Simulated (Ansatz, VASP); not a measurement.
**One calculation of LaMnIn, two programs**

The input INCAR:

```
PREC = Accurate
ENCUT = 520
EDIFF = 1E-6
ISMEAR = -1
SIGMA = 0.05
LREAL = F
LASPH = T
NELM = 150
ALGO = Normal
ISIF = 2
LWAVE = F
LCHARG = F
ISPIN = 2
MAGMOM = 0 0 4
LORBIT = 11
LMAXMIX = 6
GGA = PE
IBRION = 2
NSW = 60
EDIFFG = -0.01
KPAR = 4
```

Contents of KPOINTS:

```
regular mesh
0
Gamma
  6 6 6
```

POSCAR

```
LaMnIn
1.0
    4.4096071248      0.0000000000      0.0000000000
   -2.2048035624      3.8188317908      0.0000000000
    0.0000000000      0.0000000000      4.0965590000
La In Mn
1 1 1
Direct
    0.0000000000      0.0000000000      0.0000000000
    0.3333333333      0.6666666667      0.5000000000
    0.6666666667      0.3333333333      0.5000000000
```

File input.yaml:

```yaml
crystal:
  lattice:
    - [4.4096071248, 0.0, 0.0]
    - [-2.2048035624, 3.8188317908, 0.0]
    - [0.0, 0.0, 4.096559]
  atoms:
    - { symbol: La, position: [0.0, 0.0, 0.0] }
    - { symbol: In, position: [0.3333333333, 0.6666666667, 0.5] }
    - { symbol: Mn, position: [0.6666666667, 0.3333333333, 0.5], spin: 4.0 }
hamiltonian:
  xc: pbe
  pseudopotentials: { kind: paw }
magnetization:
  spin_polarized: true
kpoints:
  mp_grid: { grid: [6, 6, 6] }
scf:
  occupations: { method: fermi_dirac, width: 0.05 }
output:
  forces: true
  stress: true
  eigenvalues: true
  write_density: true
  write_potential: true
  elf: true
  volumetric_format: npy
relax:
  f_tol: 0.01
  max_steps: 40
```

Alike in both runs: task relaxation of the atoms; functional PBE; k mesh 6 × 6 × 6; occupations fermi-dirac, width 0.05 eV; collinear spin.

|  | VASP | Ansatz |
| --- | --- | --- |
| version | VASP 6.6.1 | Ansatz 0.2.0 |
| potentials or method | VASP PAW PBE potentials, release 64 (La, In_d, Mn_pv) | Ansatz PAW |
| plane-wave cutoff (eV) | 520 | 420 |
| valence electrons in the cell | 37 | 39 |

VASP gave:

* gap on the k mesh at the Fermi level, each at its own relaxed structure (eV): none
* net moment per atom (μB): 1.01
* size of the moment on the site where the two differ most (μB): 3.38

**Question.** What did Ansatz give for the same quantities?

**Answer.** gap on the k mesh at the Fermi level, each at its own relaxed structure (eV): none; net moment per atom (μB): 1.01; size of the moment on the site where the two differ most (μB): 3.31.

Site moments also hang on the region over which each program counts them. A gap of «none» marks a metal or a gap that the smearing closes. VASP's potentials hold 37 valence electrons a cell and Ansatz's 39, so a difference there can come from the potentials and not from the codes.

Neither program's run includes spin-orbit coupling. Noted on VASP's run: the relaxation stopped at its first step, so nothing moved. Noted on Ansatz's run: the relaxation stopped at its first step, so nothing moved.
